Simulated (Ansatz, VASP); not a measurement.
One calculation of Sn, two programs

```xyz
2
Lattice="2.7069 0.0000 0.0000 -1.3535 2.3443 0.0000 0.0000 0.0000 4.3692" Properties=species:S:1:pos:R:3 pbc="T T T"
Sn    0.0000    1.5628    1.0923
Sn    1.3535    0.7814    3.2769
```

Change from the starting cell: volume scaled by 0.5, LAPW.

Alike in both runs: task single point; functional PBE; k mesh 13 × 13 × 7; occupations fermi-dirac, width 0.05 eV; no spin polarisation.

|  | VASP | Ansatz |
| --- | --- | --- |
| version | VASP 6.6.1 | Ansatz 0.2.0 |
| potentials or method | VASP PAW PBE potentials, release 64 (Sn_d), cutoff 520 eV | all-electron LAPW, scalar-relativistic |

Ansatz gave:

```
pressure (GPa)                                                : 172.9
traceless stress, the component that is largest in VASP (GPa) : 0.46
```

Problem. Which values does VASP return?

Solution. Pressure (GPa): 173.3; traceless stress, the component that is largest in VASP (GPa): 0.47.

Both programs put the cell under a high pressure, so it lies far from rest at this level. Ansatz ran all-electron here, and VASP with PAW potentials.

Noted on VASP's run: the cell as given lies far from equilibrium.
